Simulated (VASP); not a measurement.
# MgH2 (fluorite type) (Fm-3m) in VASP: a series of runs

Runs on MgH2 (fluorite type). Level: PBE. Tasks: electric field gradients.

All numbers are computed with VASP 6.6.1; they aren't measurements. Logs are shortened: lines on timing, memory, paths and dates and some standing lists are left out, and cuts for length are marked.

### 1 The cell of the first run

The structure is cubic, space group Fm-3m (No. 225). Conventional cell: a = 4.757 Å, b = 4.757 Å, c = 4.757 Å, α = 90.00°, β = 90.00°, γ = 90.00°. Mg (site symmetry m-3m) has 8 H at 2.06 Å within 2.7 Å. H (site symmetry -43m) has 4 Mg at 2.06 Å and 6 H at 2.38 Å within 2.7 Å.

### 2 Electric field gradients, PBE

File INCAR:

```
SYSTEM = MgH2
ALGO     = Normal         ! electronic algorithm
EDIFF    = 1E-8           ! SCF threshold, eV
ENCUT    = 520            ! plane-wave cutoff, eV
GGA      = PE             ! functional
ISIF     = 2              ! what is computed and relaxed
ISMEAR   = -1             ! smearing method
LASPH    = .True.         ! aspherical terms in the spheres
LCHARG   = .False.        ! write CHGCAR
LEFG     = .True.       
LREAL    = .False.        ! projectors in reciprocal space
LWAVE    = .False.        ! write WAVECAR
NBANDS   = 9              ! bands
NELM     = 60             ! most SCF steps
PREC     = Accurate       ! precision mode
SIGMA    = 0.05           ! smearing width, eV
```

File KPOINTS:

```
k-points
0
Gamma
  14 14 14
  0 0 0
```

File POSCAR:

```
MgH2
1.0
    0.0000000000      2.3787051980      2.3787051980
    2.3787051980      0.0000000000      2.3787051980
    2.3787051980      2.3787051980      0.0000000000
Mg H
1 2
Direct
    0.0000000000      0.0000000000      0.0000000000
    0.2500000000      0.2500000000      0.2500000000
    0.7500000000      0.7500000000      0.7500000000
```

Potentials or basis: VASP PAW PBE potentials, release 64 (Mg, H).

Command:

```sh
cat potpaw_PBE.64/Mg/POTCAR potpaw_PBE.64/H/POTCAR > POTCAR
mpirun -np 1 vasp_std > vasp.out
```

OUTCAR:

```text
SYSTEM = MgH2
   EDIFF = 1E-8
   ENCUT = 520
   GGA = PE
   ISIF = 2
   ISMEAR = -1
   LASPH = .True.
   LREAL = .False.
   NELM = 60
   PREC = Accurate

 ion  position               nearest neighbor table
   1  0.000  0.000  0.000-   3 2.06   3 2.06   3 2.06   2 2.06   2 2.06   2 2.06   3 2.06   2 2.06

   2  0.250  0.250  0.250-   1 2.06   1 2.06   1 2.06   1 2.06
   3  0.750  0.750  0.750-   1 2.06   1 2.06   1 2.06   1 2.06

  LATTYP: Found a face centered cubic cell.
 ALAT       =     4.7574103960

  Lattice vectors:

 A1 = (   0.0000000000,   2.3787051980,   2.3787051980)
 A2 = (   2.3787051980,   0.0000000000,   2.3787051980)
 A3 = (   2.3787051980,   2.3787051980,   0.0000000000)

Analysis of symmetry for initial positions (statically):
=====================================================================
 Subroutine PRICEL returns:
 Original cell was already a primitive cell.

 Routine SETGRP: Setting up the symmetry group for a
 face centered cubic supercell.

 Subroutine GETGRP returns: Found 48 space group operations
 (whereof 48 operations were pure point group operations)
 out of a pool of 48 trial point group operations.

The static configuration has the point symmetry O_h .

Analysis of symmetry for dynamics (positions and initial velocities):
=====================================================================
 Subroutine PRICEL returns:
 Original cell was already a primitive cell.

 Routine SETGRP: Setting up the symmetry group for a
 face centered cubic supercell.

 Subroutine GETGRP returns: Found 48 space group operations
 (whereof 48 operations were pure point group operations)
 out of a pool of 48 trial point group operations.

The dynamic configuration has the point symmetry O_h .

 Subroutine INISYM returns: Found 48 space group operations
 (whereof 48 operations are pure point group operations),
 and found     1 'primitive' translations

----------------------------------------------------------------------------------------

                                     Primitive cell

  volume of cell :      26.9186

  direct lattice vectors                    reciprocal lattice vectors
     0.000000000  2.378705198  2.378705198    -0.210198389  0.210198389  0.210198389
     2.378705198  0.000000000  2.378705198     0.210198389 -0.210198389  0.210198389
     2.378705198  2.378705198  0.000000000     0.210198389  0.210198389 -0.210198389

  length of vectors
     3.363997152  3.363997152  3.363997152     0.364074289  0.364074289  0.364074289

  position of ions in fractional coordinates (direct lattice)
     0.000000000  0.000000000  0.000000000
     0.250000000  0.250000000  0.250000000
     0.750000000  0.750000000  0.750000000

  ion indices of the primitive-cell ions
   primitive index   ion index
                 1           1
                 2           2
                 3           3

----------------------------------------------------------------------------------------

 KPOINTS: k-points

Automatic generation of k-mesh.
 Grid dimensions read from file:
 generate k-points for:   14   14   14

 Generating k-lattice:

  Cartesian coordinates                     Fractional coordinates (reciprocal lattice)
    -0.015014171  0.015014171  0.015014171     0.071428571  0.000000000  0.000000000
     0.015014171 -0.015014171  0.015014171     0.000000000  0.071428571  0.000000000
     0.015014171  0.015014171 -0.015014171     0.000000000  0.000000000  0.071428571

  Length of vectors
     0.026005306  0.026005306  0.026005306

  Shift w.r.t. Gamma in fractional coordinates (k-lattice)
     0.000000000  0.000000000  0.000000000

 Subroutine IBZKPT returns following result:
 ===========================================

 Found    104 irreducible k-points:

 Following reciprocal coordinates:
            Coordinates               Weight
  0.000000  0.000000  0.000000      1.000000
  0.071429  0.000000  0.000000      8.000000
  0.142857  0.000000  0.000000      8.000000
  0.214286  0.000000  0.000000      8.000000
  0.285714  0.000000  0.000000      8.000000
  0.357143  0.000000  0.000000      8.000000
[... 16 lines left out ...]
  0.214286  0.142857  0.000000     24.000000
  0.285714  0.142857  0.000000     24.000000
 [... further k-points ...]
   k-points           NKPTS =    104   k-points in BZ     NKDIM =    104   number of bands    NBANDS=      9
   number of dos      NEDOS =    301   number of ions     NIONS =      3
   total plane-waves  NPLWV =  21952
   dimension x,y,z NGX =    28 NGY =   28 NGZ =   28
   dimension x,y,z NGXF=    56 NGYF=   56 NGZF=   56
   ions per type =               1   2
   NGX,Y,Z   is equivalent  to a cutoff of  13.84, 13.84, 13.84 a.u.
   NGXF,Y,Z  is equivalent  to a cutoff of  27.67, 27.67, 27.67 a.u.
 SYSTEM =  MgH2
   PREC   = accura    normal or accurate (medium, high low for compatibility)
   ISTART =      0    job   : 0-new  1-cont  2-samecut
   ICHARG =      2    charge: 1-file 2-atom 10-const
   ISPIN  =      1    spin polarized calculation?
   LNONCOLLINEAR =      F non collinear calculations
   LSORBIT =      F    spin-orbit coupling
   LASPH  =      T    aspherical Exc in radial PAW
   ENCUT  =  520.0 eV  38.22 Ry    6.18 a.u.   6.25  6.25  6.25*2*pi/ulx,y,z
   NELM   =     60;   NELMIN=  2; NELMDL= -5     # of ELM steps
   EDIFF  = 0.1E-07   stopping-criterion for ELM
   LREAL  =      F    real-space projection
   EDIFFG = 0.1E-06   stopping-criterion for IOM
   NSW    =      0    number of steps for IOM
   IBRION =     -1    ionic relax: 0-MD 1-quasi-New 2-CG
   NFREE  =      0    steps in history (QN), initial steepest desc. (CG)
   ISIF   =      2    stress and relaxation
   ISYM   =      2    0-nonsym 1-usesym 2-fastsym
   POTIM  = 0.5000    time-step for ionic-motion
   TEBEG  =    0.0;   TEEND  =   0.0 temperature during run
   PSTRESS=    0.0 pullay stress
   NELECT =       4.0000    total number of electrons
   NUPDOWN=      -1.0000    fix difference up-down
   EMIN   =  10.00;   EMAX   =-10.00  energy-range for DOS
   EFERMI =   0.00;   METHOD = LEGACY
   ISMEAR =    -1;   SIGMA  =   0.05  broadening in eV -4-tet -1-fermi 0-gaus
   EFERMI_NEDOS =   21; number of points for ismear=-14 and -15
   IALGO  =     38    algorithm
   IMIX   =      4    mixing-type and parameters
     AMIX     =   0.40;   BMIX     =  1.00
     AMIX_MAG =   1.60;   BMIX_MAG =  1.00
  volume/ion in A,a.u.               =       8.97        60.55
  Fermi-wavevector in a.u.,A,eV,Ry     =   0.867117  1.638613 10.230103  0.751891
  Thomas-Fermi vector in A             =   1.985604
   LORBIT       =      0    0 simple, 1 ext, 2 COOP (PROOUT), +10 PAW based schemes
   GGA     = PE    functional components
   LHFCALC =     F    Hartree Fock is set to
   AEXX    =    0.0000 exact exchange contribution
   IVDW    =     0    specifies the selected vdW correction
   LEPSILON=     F    determine dielectric tensor
   LRPA    =     F    only Hartree local field effects (RPA)
 non-spin polarized calculation
  energy-cutoff  :      520.00
  volume of cell :       26.92
 maximum number of plane-waves:       742
 NGX is ok and might be reduce to    28
   NGX = 13   NGY = 13   NGZ = 13

 number of electron       4.0000000 magnetization

 Free energy of the ion-electron system (eV)
  ---------------------------------------------------
  ext. energy  EPLUGINS =         0.00000000
  ---------------------------------------------------
  free energy    TOTEN  =        -8.49898031 eV

  energy without entropy =       -8.49740008  energy(sigma->0) =       -8.49819020

 E-fermi :   3.0212     XC(G=0):  -8.9523

 val. band max:        2.9736388594   @ k =   0.1429   0.1429   0.0000
 cond. band min:       3.0553618193   @ k =   0.1429   0.0000   0.0000
 fundamental gap:      0.0817229599
 Fermi energy:         3.0211533997

 k-point     1 :       0.0000    0.0000    0.0000
  band No.  band energies     occupation
      1      -7.0017      2.00000
      2       3.8839      0.00000
      3      12.3054      0.00000
      4      12.3054      0.00000
      5      12.3054      0.00000
      6      14.8871      0.00000
      7      14.8871      0.00000
      8      14.8871      0.00000
      9      15.6297      0.00000
[... 265 lines left out ...]
 k-point    24 :       0.2857    0.1429    0.0000
  band No.  band energies     occupation
      1      -5.6596      2.00000
      2       1.6289      2.00000
      3       9.0662      0.00000
      4       9.7544      0.00000
      5       9.8963      0.00000
      6      14.2449      0.00000
      7      15.3470      0.00000
      8      16.1595      0.00000
      9      17.3366      0.00000

 [... further k-points ...]
[... 5 lines left out ...]
  --------------------------------------------------------------------------------------
  -------------------------------------------------------------------------------------
  Total       -0.0671609     -0.0671609     -0.0671609      0.0000000      0.0000000      0.0000000
  in kB       -3.9973806     -3.9973806     -3.9973806      0.0000000      0.0000000      0.0000000
  external PRESSURE =      -3.9973806 kB  Pullay stress =       0.0000000 kB

 VOLUME and BASIS-vectors are now :
 -----------------------------------------------------------------------------
  energy-cutoff  :      520.00
  volume of cell :       26.92
      direct lattice vectors                 reciprocal lattice vectors
     0.000000000  2.378705198  2.378705198    -0.210198389  0.210198389  0.210198389
     2.378705198  0.000000000  2.378705198     0.210198389 -0.210198389  0.210198389
     2.378705198  2.378705198  0.000000000     0.210198389  0.210198389 -0.210198389

 POSITION                                       TOTAL-FORCE (eV/Angst)
 -----------------------------------------------------------------------------------
      0.00000      0.00000      0.00000        -0.000000     -0.000000     -0.000000
      1.18935      1.18935      1.18935         0.000000      0.000000      0.000000
      3.56806      3.56806      3.56806        -0.000000     -0.000000     -0.000000
 -----------------------------------------------------------------------------------
    total drift:                                0.000000      0.000000      0.000000

  FREE ENERGIE OF THE ION-ELECTRON SYSTEM (eV)
  ---------------------------------------------------
  free  energy   TOTEN  =        -8.4989803121 eV

  energy  without entropy=       -8.4974000786  energy(sigma->0) =       -8.49819020

 Electric field gradients (V/A^2)
---------------------------------------------------------------------
 ion       V_xx      V_yy      V_zz      V_xy      V_xz      V_yz
---------------------------------------------------------------------
   1      -0.000     0.000     0.000     0.000     0.000     0.000
   2       0.000     0.000    -0.000     0.001     0.001     0.001
   3       0.000     0.000    -0.000     0.001     0.001     0.001
---------------------------------------------------------------------

 Electric field gradients after diagonalization (V/A^2)
 (convention: |V_zz| > |V_xx| > |V_yy|)
----------------------------------------------------------------------
 ion       V_xx      V_yy      V_zz     asymmetry (V_yy - V_xx)/ V_zz
----------------------------------------------------------------------
   1      -0.000    -0.000     0.000       0.000
   2      -0.001    -0.001     0.002       0.000
   3      -0.001    -0.001     0.002       0.000
----------------------------------------------------------------------

           NMR quadrupolar parameters

 Cq : quadrupolar parameter    Cq=e*Q*V_zz/h
 eta: asymmetry parameters     (V_yy - V_xx)/ V_zz
 Q  : nuclear electric quadrupole moment in mb (millibarn)
----------------------------------------------------------------------
 ion       Cq(MHz)       eta       Q (mb)
----------------------------------------------------------------------
   1       0.000       0.000       1.000
   2       0.000       0.000       1.000
   3       0.000       0.000       1.000
----------------------------------------------------------------------
```

Wall time 14 s (1 thread of Intel Xeon 6975P-C (Granite Rapids), shared host); peak memory 0.17 GiB.

What came out:

```
Free energy            : -8.4990 eV
Pressure               : -0.4 GPa
Band gap on the k mesh : zero (band 2 reaches 3.88 eV, above the bottom of band 3 at 2.61 eV)
```

Caveat: without QUAD_EFG the Cq values of the log hold for a quadrupole moment of 1 mb, not for the nuclei.

### 3 Electric field gradients, PBE

File INCAR:

```
PREC = Accurate
ENCUT = 520
EDIFF = 1E-8
ISMEAR = -1
SIGMA = 0.05
LREAL = False
LASPH = True
NELM = 60
ALGO = Normal
ISIF = 2
LWAVE = False
LCHARG = False
GGA = PE
LEFG = True
NBANDS = 9
```

File KPOINTS:

```
regular mesh
0
Gamma
  14 14 14
```

POSCAR is that of step 2.

Potentials or basis: VASP PAW PBE potentials, release 64 (Mg, H).

Command:

```sh
cat potpaw_PBE.64/Mg/POTCAR potpaw_PBE.64/H/POTCAR > POTCAR
mpirun -np 1 vasp_std > vasp.out
```

OUTCAR:

```text
PREC = Accurate
   ENCUT = 520
   EDIFF = 1E-8
   ISMEAR = -1
   LREAL = False
   LASPH = True
   NELM = 60
   ISIF = 2
   GGA = PE

 ion  position               nearest neighbor table
   1  0.000  0.000  0.000-   3 2.06   3 2.06   3 2.06   2 2.06   2 2.06   2 2.06   3 2.06   2 2.06

   2  0.250  0.250  0.250-   1 2.06   1 2.06   1 2.06   1 2.06
   3  0.750  0.750  0.750-   1 2.06   1 2.06   1 2.06   1 2.06

  LATTYP: Found a face centered cubic cell.
 ALAT       =     4.7574103960

  Lattice vectors:

 A1 = (   0.0000000000,   2.3787051980,   2.3787051980)
[... 506 lines left out ...]

  energy  without entropy=       -8.4974000786  energy(sigma->0) =       -8.49819020

 Electric field gradients (V/A^2)
---------------------------------------------------------------------
 ion       V_xx      V_yy      V_zz      V_xy      V_xz      V_yz
---------------------------------------------------------------------
   1      -0.000     0.000     0.000     0.000     0.000     0.000
   2       0.000     0.000    -0.000     0.001     0.001     0.001
   3       0.000     0.000    -0.000     0.001     0.001     0.001
---------------------------------------------------------------------

 Electric field gradients after diagonalization (V/A^2)
 (convention: |V_zz| > |V_xx| > |V_yy|)
----------------------------------------------------------------------
 ion       V_xx      V_yy      V_zz     asymmetry (V_yy - V_xx)/ V_zz
----------------------------------------------------------------------
   1      -0.000    -0.000     0.000       0.000
   2      -0.001    -0.001     0.002       0.000
   3      -0.001    -0.001     0.002       0.000
----------------------------------------------------------------------

           NMR quadrupolar parameters

 Cq : quadrupolar parameter    Cq=e*Q*V_zz/h
 eta: asymmetry parameters     (V_yy - V_xx)/ V_zz
 Q  : nuclear electric quadrupole moment in mb (millibarn)
----------------------------------------------------------------------
 ion       Cq(MHz)       eta       Q (mb)
----------------------------------------------------------------------
   1       0.000       0.000       1.000
   2       0.000       0.000       1.000
   3       0.000       0.000       1.000
----------------------------------------------------------------------
```

stdout:

```text
POSCAR found type information on POSCAR MgH
 POSCAR found :  2 types and       3 ions
 scaLAPACK will be used
 LDA part: xc-table for (Slater+PW92), standard interpolation
 POSCAR, INCAR and KPOINTS ok, starting setup
 FFT: planning ... GRIDC
 FFT: planning ... GRID_SOFT
 FFT: planning ... GRID
 WAVECAR not read
 entering main loop
ion   1

ion   2

ion   3
```

Run time: 13 s. Hardware: 1 thread of Intel Xeon 6975P-C (Granite Rapids), shared host; peak memory 0.17 GiB.

Results:

| Property | Result |
| --- | --- |
| Free energy | -8.4990 eV |
| Pressure | -0.4 GPa |
| Band gap on the k mesh | zero (band 2 reaches 3.88 eV, above the bottom of band 3 at 2.61 eV) |

Caveat: without QUAD_EFG the Cq values of the log hold for a quadrupole moment of 1 mb, not for the nuclei.
